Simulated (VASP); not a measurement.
A run of VASP 6.6.1:

Contents of INCAR:

```
PREC = Accurate
ENCUT = 520
EDIFF = 1E-6
ISMEAR = -1
SIGMA = 0.15
LREAL = False
LASPH = True
NELM = 100
ALGO = Normal
ISIF = 2
LWAVE = False
LCHARG = True
GGA = B5
ALDAX = 1.0
AGGAX = 1.0
AGGAC = 1.0
ALDAC = 0.0
LELF = True
LVHAR = True
NBANDS = 30
```

The input KPOINTS:

```
regular mesh
0
Gamma
  7 7 7
```

File POSCAR:

```
LiSn3
1.0
   -2.2753620000      2.2753620000      4.7435800000
    2.2753620000     -2.2753620000      4.7435800000
    2.2753620000      2.2753620000     -4.7435800000
Li Sn
1 3
Direct
    0.0000000000      0.0000000000      0.0000000000
    0.7500000000      0.2500000000      0.5000000000
    0.2500000000      0.7500000000      0.5000000000
    0.5000000000      0.5000000000      0.0000000000
```

Potentials or basis: VASP PAW PBE potentials, release 64 (Li_sv, Sn_d).

Launch:

```console
$ cat potpaw_PBE.64/Li_sv/POTCAR potpaw_PBE.64/Sn_d/POTCAR > POTCAR
$ mpirun -np 1 vasp_std > vasp.out
```

Hardware: 1 thread of Oxide Virtual Turin-like Processor (shared host).

Q: How long does it take, and how much memory?

A: It took 7.5 min on 1 thread of Oxide Virtual Turin-like Processor, with other jobs on the host, peak memory 0.33 GiB. Counts: scf iterations 12, k points 40.
